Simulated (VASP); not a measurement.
# Bi (I4/mmm) in VASP: a series of runs

The runs below take Bi through single point, with PBE+D3(BJ).

Program: VASP 6.6.1. These are calculated values, not measurements. Logs are shortened: lines on timing, memory, paths and dates and some standing lists are left out, and cuts for length are marked.

**1. The cell of the first run**

The structure is tetragonal, space group I4/mmm (No. 139). Conventional cell: a = 3.953 Å, b = 3.953 Å, c = 3.850 Å, α = 90.00°, β = 90.00°, γ = 90.00°. Within 4.5 Å of Bi (site symmetry 4/mmm) lie 14 Bi at 3.39 to 3.95 Å.

**2. Single point, PBE+D3(BJ)**

Contents of INCAR:

```
PREC = Accurate
ENCUT = 520
EDIFF = 1E-7
ISMEAR = 0
SIGMA = 0.15
LREAL = False
LASPH = True
NELM = 60
ALGO = Fast
ISIF = 2
LWAVE = False
LCHARG = False
GGA = PE
IVDW = 12
NBANDS = 14
```

Contents of KPOINTS:

```
Automatic mesh
0
Gamma
  16 16 16
```

Contents of POSCAR:

```
Bi
1.0
   -1.9766143443      1.9766143443      1.9251782833
    1.9766143443     -1.9766143443      1.9251782833
    1.9766143443      1.9766143443     -1.9251782833
Bi
1
Direct
    0.0000000000      0.0000000000      0.0000000000
```

Potentials or basis: VASP PAW PBE potentials, release 64 (Bi_d).

The run is started by

```sh
cat potpaw_PBE.64/Bi_d/POTCAR > POTCAR
mpirun -np 1 vasp_std > vasp.out
```

OUTCAR:

```text
PREC = Accurate
   ENCUT = 520
   EDIFF = 1E-7
   ISMEAR = 0
   LREAL = False
   LASPH = True
   NELM = 60
   ISIF = 2
   GGA = PE
   IVDW = 12
 IVDW          = 12

 ion  position               nearest neighbor table
   1  0.000  0.000  0.000-

  LATTYP: Found a body centered tetragonal cell.
 ALAT       =     3.9532286886
 C/A-ratio  =     0.9739776952

  Lattice vectors:

 A1 = (  -1.9766143443,   1.9766143443,   1.9251782833)
 A2 = (   1.9766143443,  -1.9766143443,   1.9251782833)
 A3 = (   1.9766143443,   1.9766143443,  -1.9251782833)

Analysis of symmetry for initial positions (statically):
=====================================================================
 Subroutine PRICEL returns:
 Original cell was already a primitive cell.

 Routine SETGRP: Setting up the symmetry group for a
 body centered tetragonal supercell.

 Subroutine GETGRP returns: Found 16 space group operations
 (whereof 16 operations were pure point group operations)
 out of a pool of 16 trial point group operations.

The static configuration has the point symmetry D_4h.

Analysis of symmetry for dynamics (positions and initial velocities):
=====================================================================
 Subroutine PRICEL returns:
 Original cell was already a primitive cell.

 Routine SETGRP: Setting up the symmetry group for a
 body centered tetragonal supercell.

 Subroutine GETGRP returns: Found 16 space group operations
 (whereof 16 operations were pure point group operations)
 out of a pool of 16 trial point group operations.

The dynamic configuration has the point symmetry D_4h.

 Subroutine INISYM returns: Found 16 space group operations
 (whereof 16 operations are pure point group operations),
 and found     1 'primitive' translations

----------------------------------------------------------------------------------------

                                     Primitive cell

  volume of cell :      30.0867

  direct lattice vectors                    reciprocal lattice vectors
    -1.976614344  1.976614344  1.925178283     0.000000000  0.252957792  0.259716206
     1.976614344 -1.976614344  1.925178283     0.252957792  0.000000000  0.259716206
     1.976614344  1.976614344 -1.925178283     0.252957792  0.252957792  0.000000000

  length of vectors
     3.394159683  3.394159683  3.394159683     0.362546759  0.362546759  0.357736340

  position of ions in fractional coordinates (direct lattice)
     0.000000000  0.000000000  0.000000000

  ion indices of the primitive-cell ions
   primitive index   ion index
                 1           1

----------------------------------------------------------------------------------------

 KPOINTS: Automatic mesh

Automatic generation of k-mesh.
 Grid dimensions read from file:
 generate k-points for:   16   16   16

 Generating k-lattice:

  Cartesian coordinates                     Fractional coordinates (reciprocal lattice)
     0.000000000  0.015809862  0.016232263     0.062500000  0.000000000  0.000000000
     0.015809862  0.000000000  0.016232263     0.000000000  0.062500000  0.000000000
     0.015809862  0.015809862  0.000000000     0.000000000  0.000000000  0.062500000

  Length of vectors
     0.022659172  0.022659172  0.022358521

  Shift w.r.t. Gamma in fractional coordinates (k-lattice)
     0.000000000  0.000000000  0.000000000

 Subroutine IBZKPT returns following result:
 ===========================================

 Found    349 irreducible k-points:

 Following reciprocal coordinates:
            Coordinates               Weight
  0.000000  0.000000  0.000000      1.000000
  0.062500 -0.000000  0.000000      8.000000
  0.125000 -0.000000  0.000000      8.000000
  0.187500 -0.000000  0.000000      8.000000
  0.250000 -0.000000  0.000000      8.000000
  0.312500 -0.000000  0.000000      8.000000
[... 16 lines left out ...]
 -0.125000  0.062500 -0.000000     16.000000
 -0.062500  0.062500  0.000000      4.000000
 [... further k-points ...]
   k-points           NKPTS =    349   k-points in BZ     NKDIM =    349   number of bands    NBANDS=     14
   number of dos      NEDOS =    301   number of ions     NIONS =      1
   total plane-waves  NPLWV =  21952
   dimension x,y,z NGX =    28 NGY =   28 NGZ =   28
   dimension x,y,z NGXF=    56 NGYF=   56 NGZF=   56
   ions per type =               1
   NGX,Y,Z   is equivalent  to a cutoff of  13.71, 13.71, 13.71 a.u.
   NGXF,Y,Z  is equivalent  to a cutoff of  27.43, 27.43, 27.43 a.u.
 SYSTEM =  unknown system
   PREC   = accura    normal or accurate (medium, high low for compatibility)
   ISTART =      0    job   : 0-new  1-cont  2-samecut
   ICHARG =      2    charge: 1-file 2-atom 10-const
   ISPIN  =      1    spin polarized calculation?
   LNONCOLLINEAR =      F non collinear calculations
   LSORBIT =      F    spin-orbit coupling
   LASPH  =      T    aspherical Exc in radial PAW
   ENCUT  =  520.0 eV  38.22 Ry    6.18 a.u.   6.31  6.31  6.31*2*pi/ulx,y,z
   NELM   =     60;   NELMIN=  2; NELMDL= -5     # of ELM steps
   EDIFF  = 0.1E-06   stopping-criterion for ELM
   LREAL  =      F    real-space projection
   EDIFFG = 0.1E-05   stopping-criterion for IOM
   NSW    =      0    number of steps for IOM
   IBRION =     -1    ionic relax: 0-MD 1-quasi-New 2-CG
   NFREE  =      0    steps in history (QN), initial steepest desc. (CG)
   ISIF   =      2    stress and relaxation
   ISYM   =      2    0-nonsym 1-usesym 2-fastsym
   POTIM  = 0.5000    time-step for ionic-motion
   TEBEG  =    0.0;   TEEND  =   0.0 temperature during run
   PSTRESS=    0.0 pullay stress
   NELECT =      15.0000    total number of electrons
   NUPDOWN=      -1.0000    fix difference up-down
   EMIN   =  10.00;   EMAX   =-10.00  energy-range for DOS
   EFERMI =   0.00;   METHOD = LEGACY
   ISMEAR =     0;   SIGMA  =   0.15  broadening in eV -4-tet -1-fermi 0-gaus
   EFERMI_NEDOS =   21; number of points for ismear=-14 and -15
   IALGO  =     68    algorithm
   IMIX   =      4    mixing-type and parameters
     AMIX     =   0.40;   BMIX     =  1.00
     AMIX_MAG =   1.60;   BMIX_MAG =  1.00
  volume/ion in A,a.u.               =      30.09       203.04
  Fermi-wavevector in a.u.,A,eV,Ry     =   1.298116  2.453084 22.927262  1.685106
  Thomas-Fermi vector in A             =   2.429465
   LORBIT       =      0    0 simple, 1 ext, 2 COOP (PROOUT), +10 PAW based schemes
   GGA     = PE    functional components
   LHFCALC =     F    Hartree Fock is set to
   AEXX    =    0.0000 exact exchange contribution
   IVDW    =    12    specifies the selected vdW correction
   LEPSILON=     F    determine dielectric tensor
   LRPA    =     F    only Hartree local field effects (RPA)
 non-spin polarized calculation
 RMM-DIIS sequential band-by-band and
 Gauss-broadening in eV      SIGMA  =   0.15
  energy-cutoff  :      520.00
  volume of cell :       30.09
 maximum number of plane-waves:       832
 NGX is ok and might be reduce to    28
   NGX = 13   NGY = 13   NGZ = 13

 number of electron      14.9999999 magnetization

 Free energy of the ion-electron system (eV)
  ---------------------------------------------------
  ext. energy  EPLUGINS =         0.00000000
  ---------------------------------------------------
  free energy    TOTEN  =        -3.74500012 eV

  energy without entropy =       -3.73694770  energy(sigma->0) =       -3.74097391

 E-fermi :   8.3401     XC(G=0): -10.4549

 val. band max:        8.3253588070   @ k =   0.3750   0.2500   0.1250
 cond. band min:       8.3485788888   @ k =  -0.2500   0.1875   0.0000
 fundamental gap:      0.0232200818
 Fermi energy:         8.3400989323

 k-point     1 :       0.0000    0.0000    0.0000
  band No.  band energies     occupation
      1     -14.7270      2.00000
      2     -14.7190      2.00000
      3     -14.7190      2.00000
      4     -14.5852      2.00000
      5     -14.5723      2.00000
      6      -5.4136      2.00000
      7      13.6644      0.00000
      8      13.6644      0.00000
      9      13.8042      0.00000
     10      17.9079      0.00000
     11      18.7386      0.00000
     12      18.7386      0.00000
     13      19.0506      0.00000
     14      19.9127      0.00000

 k-point     2 :       0.0625   -0.0000    0.0000
  band No.  band energies     occupation
      1     -14.7260      2.00000
      2     -14.7162      2.00000
      3     -14.7130      2.00000
      4     -14.5856      2.00000
      5     -14.5740      2.00000
      6      -5.3385      2.00000
      7      12.9244      0.00000
      8      13.4207      0.00000
      9      13.6532      0.00000
     10      18.0181      0.00000
     11      18.3528      0.00000
     12      18.6060      0.00000
     13      18.8167      0.00000
     14      20.3146      0.00000

 k-point     3 :       0.1250   -0.0000    0.0000
  band No.  band energies     occupation
      1     -14.7301      2.00000
      2     -14.7089      2.00000
      3     -14.6888      2.00000
      4     -14.5871      2.00000
      5     -14.5781      2.00000
      6      -5.1144      2.00000
      7      11.2818      0.00000
      8      12.8217      0.00000
      9      13.4090      0.00000
     10      17.0125      0.00000
     11      17.7343      0.00000
     12      18.6741      0.00000
     13      19.6750      0.00000
     14      21.2020      0.00000
[... 324 lines left out ...]
 k-point    23 :      -0.1250    0.0625   -0.0000
  band No.  band energies     occupation
      1     -14.7242      2.00000
      2     -14.7175      2.00000
      3     -14.6943      2.00000
      4     -14.5897      2.00000
      5     -14.5749      2.00000
      6      -5.1931      2.00000
      7      11.7392      0.00000
      8      13.0881      0.00000
      9      13.3883      0.00000
     10      17.6259      0.00000
     11      17.8040      0.00000
     12      18.8434      0.00000
     13      19.1839      0.00000
     14      20.8564      0.00000

 k-point    24 :      -0.0625    0.0625    0.0000
  band No.  band energies     occupation
      1     -14.7239      2.00000
      2     -14.7206      2.00000
      3     -14.7104      2.00000
      4     -14.5872      2.00000
      5     -14.5729      2.00000
      6      -5.3406      2.00000
      7      12.8269      0.00000
      8      13.5747      0.00000
      9      13.6150      0.00000
     10      17.9954      0.00000
     11      18.5684      0.00000
     12      18.6115      0.00000
     13      18.6764      0.00000
     14      20.4143      0.00000

 [... further k-points ...]

------------------------ aborting loop because EDIFF is reached ----------------------------------------

 Edisp (eV)   -0.52382

 E8    (eV) :    -0.2574

  FORCE on cell =-STRESS in cart. coord.  units (eV):
  Direction    XX          YY          ZZ          XY          YZ          ZX
  --------------------------------------------------------------------------------------
  -------------------------------------------------------------------------------------
  Total      -0.02921    -0.02921     0.06120     0.00000     0.00000     0.00000
  in kB      -1.55537    -1.55537     3.25917     0.00000     0.00000     0.00000
  external pressure =        0.05 kB  Pullay stress =        0.00 kB

 VOLUME and BASIS-vectors are now :
 -----------------------------------------------------------------------------
  energy-cutoff  :      520.00
  volume of cell :       30.09
      direct lattice vectors                 reciprocal lattice vectors
    -1.976614344  1.976614344  1.925178283     0.000000000  0.252957792  0.259716206
     1.976614344 -1.976614344  1.925178283     0.252957792  0.000000000  0.259716206
     1.976614344  1.976614344 -1.925178283     0.252957792  0.252957792  0.000000000

 POSITION                                       TOTAL-FORCE (eV/Angst)
 -----------------------------------------------------------------------------------
      0.00000      0.00000      0.00000         0.000000     -0.000000      0.000000
 -----------------------------------------------------------------------------------
    total drift:                               -0.000000     -0.000000     -0.000000

  FREE ENERGIE OF THE ION-ELECTRON SYSTEM (eV)
  ---------------------------------------------------
  free  energy   TOTEN  =        -4.2688232067 eV

  energy  without entropy=       -4.2607707861  energy(sigma->0) =       -4.26479700
```

It took 2.5 min on 1 thread of Intel Xeon 6975P-C, shared host; peak memory 0.27 GiB.

What came out:

- Free energy: -4.2688 eV
- Pressure: 0.0 GPa
- Dispersion energy per atom: -0.524 eV

Caveat: the cell differs from its parent crystal (strain +e along x and -e along y +0.0000, strain +e along z and -e/2 along x and y -0.0175); spin-orbit coupling is left out, which moves the levels of the heavy elements; pairwise dispersion overbinds metals, which lowers pressure and volume.

**3. Single point, PBE+D3(BJ)**

Contents of INCAR:

```
SYSTEM = Bi
  PREC = Accurate
  ENCUT = 520
  EDIFF = 1E-6
  ISMEAR = 0
  SIGMA = 0.15
  LREAL = .False.
  LASPH = .True.
  NELM = 80
  ALGO = Fast
  ISIF = 2
  LWAVE = .False.
  LCHARG = .True.
  GGA = PE
  IVDW = 12
  LELF = .True.
  LVHAR = .True.
  NBANDS = 14
```

Contents of KPOINTS:

```
Automatic mesh
0
Gamma
  16 16 16
  0 0 0
```

Contents of POSCAR:

```
Bi
1.0
   -1.9423236369      1.9423236369      1.9937596979
    1.9423236369     -1.9423236369      1.9937596979
    1.9423236369      1.9423236369     -1.9937596979
Bi
1
Direct
    0.0000000000      0.0000000000      0.0000000000
```

Potentials or basis: VASP PAW PBE potentials, release 64 (Bi_d).

The run is started by

```sh
cat potpaw_PBE.64/Bi_d/POTCAR > POTCAR
mpirun -np 1 vasp_std > vasp.out
```

It took 2 min on 1 thread of Intel Xeon 6975P-C, shared host; peak memory 0.27 GiB.

Results (log left out):

```yaml
Free_energy: -4.2689 eV
Pressure: 0.0 GPa
Dispersion_energy_per_atom: -0.524 eV
```

Stress tensor (GPa, compression positive):
```
 0.15  0.00  0.00
 0.00  0.15  0.00
 0.00  0.00 -0.24
```

Levels at points of the mesh, in eV from the Fermi level:
| k point | band 4 | band 5 | band 6 | band 7 | band 8 | band 9 | band 10 | band 11 |
| --- | --- | --- | --- | --- | --- | --- | --- | --- |
| (0.00, 0.00, 0.00) | -22.92 | -22.91 | -13.75 | 5.30 | 5.41 | 5.41 | 9.57 | 10.29 |
| (0.50, 0.00, 0.00) | -22.92 | -22.83 | -10.54 | -5.28 | 1.74 | 3.69 | 6.21 | 7.80 |
| (0.50, 0.50, 0.00) | -22.92 | -22.82 | -10.44 | -5.22 | 1.47 | 3.30 | 5.89 | 7.40 |
| (0.50, 0.50, 0.50) | -22.85 | -22.85 | -8.26 | -2.15 | -1.73 | -1.73 | 3.41 | 3.62 |

Caveat: the cell differs from its parent crystal (strain +e along x and -e along y +0.0000, strain +e along z and -e/2 along x and y +0.0175); spin-orbit coupling is left out, which moves the levels of the heavy elements; pairwise dispersion overbinds metals, which lowers pressure and volume.
